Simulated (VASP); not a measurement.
Write the native input for VASP 6.6.1 that does the following.

```yaml
Task: single point
Functional: PBEsol
Potentials_or_basis: VASP PAW PBE potentials, release 64 (B, N)
Cutoff: 520 eV
k_mesh: 12 × 12 × 4
Occupations: gaussian, width 0.05 eV
Spin: no spin polarisation
Dipole_correction: no
Further_INCAR_settings: ALGO = Normal; EDIFF = 1e-07; NBANDS = 16
```

The structure of BN lies in POSCAR:

```
BN
1.0
    2.5179139541      0.0000000000      0.0000000000
   -1.2589569771      2.1805774487      0.0000000000
    0.0000000000      0.0000000000      7.7901739825
B N
2 2
Direct
    0.3333333333      0.6666666667      0.2500000000
    0.6666666667      0.3333333333      0.7500000000
    0.3333333333      0.6666666667      0.7500000000
    0.6666666667      0.3333333333      0.2500000000
```

This cell differs from its parent crystal: volume 10.693 Å^3 an atom, c/a of the conventional cell 3.0939.

The input as run:

INCAR

```
SYSTEM = BN
PREC     = Accurate       ! precision mode
ENCUT    = 520            ! plane-wave cutoff, eV
EDIFF    = 1E-7           ! SCF threshold, eV
ISMEAR   = 0              ! smearing method
SIGMA    = 0.05           ! smearing width, eV
LREAL    = .False.        ! projectors in reciprocal space
LASPH    = .True.         ! aspherical terms in the spheres
NELM     = 80             ! most SCF steps
ALGO     = Normal         ! electronic algorithm
ISIF     = 2              ! what is computed and relaxed
LWAVE    = .False.        ! write WAVECAR
LCHARG   = .False.        ! write CHGCAR
GGA      = PS             ! functional
NBANDS   = 16             ! bands
```

KPOINTS

```
regular mesh
0
Gamma
  12 12 4
  0 0 0
```

Potentials or basis: VASP PAW PBE potentials, release 64 (B, N).

The run is started by

```console
$ cat potpaw_PBE.64/B/POTCAR potpaw_PBE.64/N/POTCAR > POTCAR
$ mpirun -np 1 vasp_std > vasp.out
```

Results of the run:

The pressure is -3.2 GPa and the band gap on the k mesh is 4.40 eV, indirect (least direct gap 4.58 eV).

Caveat: the PAW data sets were made with another functional, which shifts forces and pressure a little; this functional lacks dispersion, which binds the layers, so the pressure and a relaxed spacing across them are unreliable.

Run time: 41 s on 1 thread of AMD EPYC 7R43 64-Core Processor (Zen 3) (shared host), peak memory 0.13 GiB.
